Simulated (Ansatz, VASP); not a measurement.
## One calculation of Al, two programs

```
CELL_PARAMETERS angstrom
2.80980 0.00000 0.00000
-1.40490 2.43336 0.00000
0.00000 0.00000 4.86090
ATOMIC_POSITIONS crystal
Al 0.66667 0.33333 0.75000
Al 0.33333 0.66667 0.25000
```

Alike in both runs: task single point; functional PBEsol; k mesh 18 × 18 × 10; occupations gaussian, width 0.15 eV; no spin polarisation.

|  | VASP | Ansatz |
| --- | --- | --- |
| version | VASP 6.6.1 | Ansatz 0.2.0 |
| potentials or method | VASP PAW PBE potentials, release 64 (Al), cutoff 520 eV | scalar-relativistic, plane waves, PAW |
| valence electrons in the cell | 6 | 6 |

```tsv
	VASP	Ansatz	Ansatz less VASP
gap on the k mesh at the Fermi level (eV)	none	none	-
pressure (GPa)	-1.1	-1.2	-0.08
traceless stress, the component that is largest in VASP (GPa)	-1.45	-1.43	+0.020
```

VASP's potentials were made for PBE, not for PBEsol, and Ansatz warns of the same on its side. A gap of «none» marks a metal or a gap that the smearing closes. The functional is the same, so the differences come from potentials, cutoffs and numerics.
